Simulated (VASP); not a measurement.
# Na (P6_3/mmc) in VASP: single point with PBEsol

Aim: the single point of Na with PBEsol.

All numbers are computed with VASP 6.6.1; they aren't measurements. Logs are shortened: lines on timing, memory, paths and dates and some standing lists are left out, and cuts for length are marked.

## Step 1: The cell of the first run

It takes space group P6_3/mmc (No. 194, hexagonal). The conventional cell has a = 3.955 Å, b = 3.955 Å, c = 6.462 Å, α = 90.00°, β = 90.00°, γ = 120.00°. Na (site symmetry -6m2) has 12 Na at 3.96 Å within 5.2 Å.

This isn't the form of Na at room conditions, which is bcc.

## Step 2: Single point, PBEsol (strain +0.050 along x and y, +0.050 along z)

Input file INCAR:

```
SYSTEM = Na
PREC = Accurate
ENCUT = 520
EDIFF = 1E-6
ISMEAR = 0
SIGMA = 0.15
LREAL = .False.
LASPH = .True.
NELM = 100
ALGO = Normal
ISIF = 2
LWAVE = .False.
LCHARG = .False.
GGA = PS
NBANDS = 14
```

Input file KPOINTS:

```
Automatic mesh
0
Gamma
  12 12 8
  0 0 0
```

Input file POSCAR:

```
Na
1.0
    3.9553510475      0.0000000000      0.0000000000
   -1.9776755237      3.4254344880      0.0000000000
    0.0000000000      0.0000000000      6.4617000000
Na
2
Direct
    0.3333333333      0.6666666667      0.2500000000
    0.6666666667      0.3333333333      0.7500000000
```

Potentials or basis: VASP PAW PBE potentials, release 64 (Na_pv).

The run is started by

```sh
$ cat potpaw_PBE.64/Na_pv/POTCAR > POTCAR
$ mpirun -np 1 vasp_std > vasp.out
```

OUTCAR:

```text
SYSTEM = Na
   PREC = Accurate
   ENCUT = 520
   EDIFF = 1E-6
   ISMEAR = 0
   LREAL = .False.
   LASPH = .True.
   NELM = 100
   ISIF = 2
   GGA = PS

 ion  position               nearest neighbor table
   1  0.333  0.667  0.250-
   2  0.667  0.333  0.750-

  LATTYP: Found a hexagonal cell.
 ALAT       =     3.9553510475
 C/A-ratio  =     1.6336603053

  Lattice vectors:

 A1 = (   3.9553510475,   0.0000000000,   0.0000000000)
 A2 = (  -1.9776755237,   3.4254344880,   0.0000000000)
 A3 = (   0.0000000000,   0.0000000000,   6.4617000000)

Analysis of symmetry for initial positions (statically):
=====================================================================
 Subroutine PRICEL returns:
 Original cell was already a primitive cell.

 Routine SETGRP: Setting up the symmetry group for a
 hexagonal supercell.

 Subroutine GETGRP returns: Found 24 space group operations
 (whereof 12 operations were pure point group operations)
 out of a pool of 24 trial point group operations.

The static configuration has the point symmetry D_3d.
 The point group associated with its full space group is D_6h.

Analysis of symmetry for dynamics (positions and initial velocities):
=====================================================================
 Subroutine PRICEL returns:
 Original cell was already a primitive cell.

 Routine SETGRP: Setting up the symmetry group for a
 hexagonal supercell.

 Subroutine GETGRP returns: Found 24 space group operations
 (whereof 12 operations were pure point group operations)
 out of a pool of 24 trial point group operations.

The dynamic configuration has the point symmetry D_3d.
 The point group associated with its full space group is D_6h.

 Subroutine INISYM returns: Found 24 space group operations
 (whereof 12 operations are pure point group operations),
 and found     1 'primitive' translations

----------------------------------------------------------------------------------------

                                     Primitive cell

  volume of cell :      87.5483

  direct lattice vectors                    reciprocal lattice vectors
     3.955351048  0.000000000  0.000000000     0.252822060  0.145966884  0.000000000
    -1.977675524  3.425434488  0.000000000     0.000000000  0.291933769  0.000000000
     0.000000000  0.000000000  6.461700000     0.000000000  0.000000000  0.154758036

  length of vectors
     3.955351048  3.955351047  6.461700000     0.291933769  0.291933769  0.154758036

  position of ions in fractional coordinates (direct lattice)
     0.333333333  0.666666667  0.250000000
     0.666666667  0.333333333  0.750000000

  ion indices of the primitive-cell ions
   primitive index   ion index
                 1           1
                 2           2

----------------------------------------------------------------------------------------

 KPOINTS: Automatic mesh

Automatic generation of k-mesh.
 Grid dimensions read from file:
 generate k-points for:   12   12    8

 Generating k-lattice:

  Cartesian coordinates                     Fractional coordinates (reciprocal lattice)
     0.021068505  0.012163907  0.000000000     0.083333333 -0.000000000  0.000000000
     0.000000000  0.024327814  0.000000000     0.000000000  0.083333333  0.000000000
     0.000000000  0.000000000  0.019344754     0.000000000  0.000000000  0.125000000

  Length of vectors
     0.024327814  0.024327814  0.019344754

  Shift w.r.t. Gamma in fractional coordinates (k-lattice)
     0.000000000  0.000000000  0.000000000

 Subroutine IBZKPT returns following result:
 ===========================================

 Found     95 irreducible k-points:

 Following reciprocal coordinates:
            Coordinates               Weight
  0.000000  0.000000  0.000000      1.000000
  0.083333  0.000000  0.000000      6.000000
  0.166667  0.000000  0.000000      6.000000
  0.250000 -0.000000  0.000000      6.000000
  0.333333 -0.000000  0.000000      6.000000
  0.416667  0.000000  0.000000      6.000000
[... 16 lines left out ...]
  0.250000 -0.000000  0.125000     12.000000
  0.333333 -0.000000  0.125000     12.000000
 [... further k-points ...]
   k-points           NKPTS =     95   k-points in BZ     NKDIM =     95   number of bands    NBANDS=     14
   number of dos      NEDOS =    301   number of ions     NIONS =      2
   total plane-waves  NPLWV =  43200
   dimension x,y,z NGX =    30 NGY =   30 NGZ =   48
   dimension x,y,z NGXF=    60 NGYF=   60 NGZF=   96
   ions per type =               2
   NGX,Y,Z   is equivalent  to a cutoff of  12.61, 12.61, 12.35 a.u.
   NGXF,Y,Z  is equivalent  to a cutoff of  25.22, 25.22, 24.70 a.u.
 SYSTEM =  Na
   PREC   = accura    normal or accurate (medium, high low for compatibility)
   ISTART =      0    job   : 0-new  1-cont  2-samecut
   ICHARG =      2    charge: 1-file 2-atom 10-const
   ISPIN  =      1    spin polarized calculation?
   LNONCOLLINEAR =      F non collinear calculations
   LSORBIT =      F    spin-orbit coupling
   LASPH  =      T    aspherical Exc in radial PAW
   ENCUT  =  520.0 eV  38.22 Ry    6.18 a.u.   7.35  7.35 12.01*2*pi/ulx,y,z
   NELM   =    100;   NELMIN=  2; NELMDL= -5     # of ELM steps
   EDIFF  = 0.1E-05   stopping-criterion for ELM
   LREAL  =      F    real-space projection
   EDIFFG = 0.1E-04   stopping-criterion for IOM
   NSW    =      0    number of steps for IOM
   IBRION =     -1    ionic relax: 0-MD 1-quasi-New 2-CG
   NFREE  =      0    steps in history (QN), initial steepest desc. (CG)
   ISIF   =      2    stress and relaxation
   ISYM   =      2    0-nonsym 1-usesym 2-fastsym
   POTIM  = 0.5000    time-step for ionic-motion
   TEBEG  =    0.0;   TEEND  =   0.0 temperature during run
   PSTRESS=    0.0 pullay stress
   NELECT =      14.0000    total number of electrons
   NUPDOWN=      -1.0000    fix difference up-down
   EMIN   =  10.00;   EMAX   =-10.00  energy-range for DOS
   EFERMI =   0.00;   METHOD = LEGACY
   ISMEAR =     0;   SIGMA  =   0.15  broadening in eV -4-tet -1-fermi 0-gaus
   EFERMI_NEDOS =   21; number of points for ismear=-14 and -15
   IALGO  =     38    algorithm
   IMIX   =      4    mixing-type and parameters
     AMIX     =   0.40;   BMIX     =  1.00
     AMIX_MAG =   1.60;   BMIX_MAG =  1.00
  volume/ion in A,a.u.               =      43.77       295.40
  Fermi-wavevector in a.u.,A,eV,Ry     =   0.888591  1.679193 10.743067  0.789593
  Thomas-Fermi vector in A             =   2.010040
   LORBIT       =      0    0 simple, 1 ext, 2 COOP (PROOUT), +10 PAW based schemes
   GGA     = PS    functional components
   LHFCALC =     F    Hartree Fock is set to
   AEXX    =    0.0000 exact exchange contribution
   IVDW    =     0    specifies the selected vdW correction
   LEPSILON=     F    determine dielectric tensor
   LRPA    =     F    only Hartree local field effects (RPA)
 non-spin polarized calculation
 Gauss-broadening in eV      SIGMA  =   0.15
  energy-cutoff  :      520.00
  volume of cell :       87.55
 maximum number of plane-waves:      2394
 NGX is ok and might be reduce to    30
   NGX = 15   NGY = 15   NGZ = 25

 number of electron      14.0000017 magnetization

 Free energy of the ion-electron system (eV)
  ---------------------------------------------------
  ext. energy  EPLUGINS =         0.00000000
  ---------------------------------------------------
  free energy    TOTEN  =        -2.75275155 eV

  energy without entropy =       -2.74263433  energy(sigma->0) =       -2.74769294

 E-fermi :  -0.1332     XC(G=0):  -6.0796

 val. band max:       -0.1459896164   @ k =   0.2500   0.2500   0.3750
 cond. band min:      -0.0736014291   @ k =   0.4167   0.0833   0.2500
 fundamental gap:      0.0723881873
 Fermi energy:        -0.1331649164

 k-point     1 :       0.0000    0.0000    0.0000
  band No.  band energies     occupation
      1     -25.0718      2.00000
      2     -25.0558      2.00000
      3     -25.0558      2.00000
      4     -25.0530      2.00000
      5     -25.0530      2.00000
      6     -25.0528      2.00000
      7      -3.0684      2.00000
      8       0.4092      0.00000
      9       0.6824      0.00000
     10       8.9608      0.00000
     11       8.9608      0.00000
     12       9.1381      0.00000
     13       9.1381      0.00000
     14       9.4425      0.00000

 k-point     2 :       0.0833    0.0000    0.0000
  band No.  band energies     occupation
      1     -25.0714      2.00000
      2     -25.0567      2.00000
      3     -25.0561      2.00000
      4     -25.0540      2.00000
      5     -25.0532      2.00000
      6     -25.0530      2.00000
      7      -2.9768      2.00000
      8       0.4924      0.00000
      9       0.7724      0.00000
     10       7.3903      0.00000
     11       8.1887      0.00000
     12       8.6125      0.00000
     13      10.0328      0.00000
     14      10.1413      0.00000

 k-point     3 :       0.1667    0.0000    0.0000
  band No.  band energies     occupation
      1     -25.0703      2.00000
      2     -25.0594      2.00000
      3     -25.0569      2.00000
      4     -25.0567      2.00000
      5     -25.0537      2.00000
      6     -25.0535      2.00000
      7      -2.7031      2.00000
      8       0.7422      0.00000
      9       1.0397      0.00000
     10       5.6747      0.00000
     11       7.4868      0.00000
     12       7.7648      0.00000
     13       8.8109      0.00000
     14       9.5046      0.00000

 k-point     4 :       0.2500   -0.0000    0.0000
  band No.  band energies     occupation
      1     -25.0685      2.00000
      2     -25.0630      2.00000
      3     -25.0603      2.00000
      4     -25.0580      2.00000
      5     -25.0544      2.00000
      6     -25.0544      2.00000
      7      -2.2496      2.00000
      8       1.1591      0.00000
      9       1.4716      0.00000
     10       4.0971      0.00000
     11       6.9044      0.00000
     12       6.9402      0.00000
     13       7.2169      0.00000
     14       8.3616      0.00000

 k-point     5 :       0.3333   -0.0000    0.0000
  band No.  band energies     occupation
      1     -25.0666      2.00000
      2     -25.0664      2.00000
      3     -25.0639      2.00000
      4     -25.0591      2.00000
      5     -25.0555      2.00000
      6     -25.0551      2.00000
      7      -1.6203      2.00000
      8       1.7440      0.00000
      9       1.9609      0.00000
     10       2.7773      0.00000
     11       5.7834      0.00000
[... 276 lines left out ...]
 k-point    22 :       0.1667    0.0000    0.1250
  band No.  band energies     occupation
      1     -25.0697      2.00000
      2     -25.0592      2.00000
      3     -25.0571      2.00000
      4     -25.0568      2.00000
      5     -25.0538      2.00000
      6     -25.0538      2.00000
      7      -2.6456      2.00000
      8       0.0523      0.08041
      9       1.8294      0.00000
     10       5.7260      0.00000
     11       7.5362      0.00000
     12       7.6936      0.00000
     13       8.4281      0.00000
     14       9.5012      0.00000

 k-point    23 :       0.2500   -0.0000    0.1250
  band No.  band energies     occupation
      1     -25.0683      2.00000
      2     -25.0625      2.00000
      3     -25.0607      2.00000
      4     -25.0579      2.00000
      5     -25.0546      2.00000
      6     -25.0545      2.00000
      7      -2.1925      2.00000
      8       0.4839      0.00000
      9       2.2404      0.00000
     10       4.1557      0.00000
     11       6.4771      0.00000
     12       6.9896      0.00000
     13       7.4086      0.00000
     14       8.7032      0.00000

 k-point    24 :       0.3333   -0.0000    0.1250
  band No.  band energies     occupation
      1     -25.0679      2.00000
      2     -25.0649      2.00000
      3     -25.0640      2.00000
      4     -25.0590      2.00000
      5     -25.0556      2.00000
      6     -25.0552      2.00000
      7      -1.5637      2.00000
      8       1.0760      0.00000
      9       2.4893      0.00000
     10       3.0679      0.00000
     11       5.1480      0.00000
     12       6.5320      0.00000
     13       6.5995      0.00000
     14       7.7277      0.00000

 [... further k-points ...]

------------------------ aborting loop because EDIFF is reached ----------------------------------------

  FORCE on cell =-STRESS in cart. coord.  units (eV):
  Direction    XX          YY          ZZ          XY          YZ          ZX
  --------------------------------------------------------------------------------------
  -------------------------------------------------------------------------------------
  Total       -0.5520735     -0.5520735     -0.6040419     -0.0000000      0.0000000     -0.0000000
  in kB      -10.1032246    -10.1032246    -11.0542726     -0.0000000      0.0000000     -0.0000000
  external PRESSURE =     -10.4202406 kB  Pullay stress =       0.0000000 kB

 VOLUME and BASIS-vectors are now :
 -----------------------------------------------------------------------------
  energy-cutoff  :      520.00
  volume of cell :       87.55
      direct lattice vectors                 reciprocal lattice vectors
     3.955351048  0.000000000  0.000000000     0.252822060  0.145966884  0.000000000
    -1.977675524  3.425434488  0.000000000     0.000000000  0.291933769  0.000000000
     0.000000000  0.000000000  6.461700000     0.000000000  0.000000000  0.154758036

 POSITION                                       TOTAL-FORCE (eV/Angst)
 -----------------------------------------------------------------------------------
     -0.00000      2.28362      1.61543         0.000000      0.000000     -0.000000
      1.97768      1.14181      4.84628        -0.000000     -0.000000      0.000000
 -----------------------------------------------------------------------------------
    total drift:                               -0.000000      0.000000      0.000000

  FREE ENERGIE OF THE ION-ELECTRON SYSTEM (eV)
  ---------------------------------------------------
  free  energy   TOTEN  =        -2.7527515495 eV

  energy  without entropy=       -2.7426343329  energy(sigma->0) =       -2.74769294
```

It took 52 s on 1 thread of Intel Xeon Platinum 8259CL at 2.50GHz (Skylake/Cascade Lake), shared host; peak memory 0.24 GiB.

What came out:

```yaml
Free_energy: -2.7528 eV
Pressure: -1.0 GPa
Band_gap_on_the_k_mesh: zero (bands 7 and 8 overlap by 3.91 eV)
```

Stress tensor (GPa, compression positive):
```
-1.01  0.00  0.00
 0.00 -1.01  0.00
 0.00  0.00 -1.11
```

Levels at points of the mesh, in eV from the Fermi level:
| k point | band 5 | band 6 | band 7 | band 8 | band 9 | band 10 |
| --- | --- | --- | --- | --- | --- | --- |
| (0.00, 0.00, 0.00) | -24.92 | -24.92 | -2.94 | 0.54 | 0.82 | 9.09 |
| (0.50, 0.00, 0.00) | -24.92 | -24.92 | 0.25 | 0.30 | 3.51 | 3.60 |
| (0.00, 0.00, 0.50) | -24.92 | -24.92 | -2.02 | -2.02 | 4.99 | 4.99 |
| (0.50, 0.00, 0.50) | -24.92 | -24.92 | 0.99 | 0.99 | 1.36 | 1.36 |

Caveat: the cell differs from its parent crystal (strain +0.050 along x and y, +0.050 along z); the PAW data sets were made with another functional, which shifts forces and pressure a little.

The gap in the log of VASP goes by the Fermi energy; the results here count the filled bands.